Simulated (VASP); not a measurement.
SmBiH3, 5 atoms in the cell. It takes space group P4/mmm (No. 123, tetragonal). The conventional cell has a = 4.541 Å, b = 4.541 Å, c = 3.930 Å, α = 90.00°, β = 90.00°, γ = 90.00°. Within 2.6 Å of Sm (site symmetry 4/mmm) lie 2 H at 1.97 Å. Bi (site symmetry 4/mmm) has 16 H at 3.00 to 3.76 Å and 4 Sm at 3.21 Å and 2 Bi at 3.93 Å within 4.0 Å. Within 3.3 Å of H (site symmetry mmm) lie 6 H at 2.27 to 3.21 Å and 4 Sm at 3.00 Å and 4 Bi at 3.00 Å. Within 2.6 Å of H (site symmetry 4/mmm) lie 2 Sm at 1.97 Å and 4 H at 2.27 Å. The cell was built from a structure type or drawn by symmetry, and may not be a known phase.

| Property | Result |
| --- | --- |
| Program | VASP 6.6.1 |
| Task | relaxation of cell and atoms |
| Functional | PBE |
| Potentials or basis | VASP PAW PBE potentials, release 64 (Sm_3, Bi_d, H), 4f in core |
| Cutoff | 500 eV |
| k mesh | 8 × 8 × 10 |
| Occupations | gaussian, width 0.1 eV |
| Spin | no spin polarisation |
| Dipole correction | no |
| Mended | yes |
| Further INCAR settings | ALGO = Normal; EDIFF = 1e-07; IBRION = 2; EDIFFG = -0.01; NSW = 100; ISIF = 3 |

Potentials or basis: VASP PAW PBE potentials, release 64 (Sm_3, Bi_d, H), 4f in core.

Command:

```console
$ cat potpaw_PBE.64/Sm_3/POTCAR potpaw_PBE.64/Bi_d/POTCAR potpaw_PBE.64/H/POTCAR > POTCAR
$ mpirun -np 1 vasp_std > vasp.out
```

Hardware: 1 thread of Intel(R) Xeon(R) 6975P-C (Granite Rapids), with other jobs on the host.

**Question.** Estimate the wall time of this run.

**Answer.** Run time: 6 min on 1 thread of Intel(R) Xeon(R) 6975P-C (Granite Rapids) (shared host), peak memory 0.31 GiB. Counts: scf iterations 38, k points 90, ion steps 4.
